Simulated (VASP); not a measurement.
## MgO (lda): single point with LDA

The system is MgO (lda).

```xyz
2
Lattice="0.0000 2.0595 2.0929 2.0595 0.0000 2.0929 2.0595 2.0595 0.0000" Properties=species:S:1:pos:R:3 pbc="T T T"
Mg    0.0000    0.0000    0.0000
O     2.0595    2.0595    2.0929
```

This cell differs from its parent crystal: strained cell.

| Quantity | Value |
| --- | --- |
| Program | VASP 6.6.1 |
| Task | single point |
| Functional | LDA |
| Potentials or basis | VASP PAW LDA potentials, release 64 (Mg, O) |
| Cutoff | 600 eV |
| k mesh | 8 × 8 × 8 |
| Occupations | gaussian, width 0.02 eV |
| Spin | no spin polarisation |
| Dipole correction | no |
| Further INCAR settings | ALGO = Normal; EDIFF = 1e-06; NBANDS = 11 |

```json
{
  "Pressure": "0.4 GPa",
  "Band gap on the k mesh": "5.15 eV, direct"
}
```

Stress tensor (GPa, compression positive):
```
 1.74  0.00  0.00
 0.00  1.74  0.00
 0.00  0.00 -2.16
```

Levels at points of the mesh, in eV from the valence-band top:
```
           k point  band 1  band 2  band 3  band 4  band 5  band 6  band 7  band 8  band 9
(0.00, 0.00, 0.00)  -17.30   -0.03   -0.03    0.00    5.15   15.67   15.85   15.85   19.95
(0.50, 0.00, 0.00)  -15.81   -4.95   -0.77   -0.73    8.04   12.95   16.32   16.70   21.30
(0.50, 0.50, 0.00)  -15.55   -4.43   -1.42   -1.42    9.03   10.27   13.27   19.52   19.52
(0.50, 0.00, 0.50)  -15.50   -4.37   -1.54   -1.44    8.86   10.23   13.49   19.16   19.50
```

Wall time 12 s on 1 thread of Intel Xeon 8259CL (shared host), peak memory 0.14 GiB.

Caveat: the cell differs from its parent crystal (strained cell).
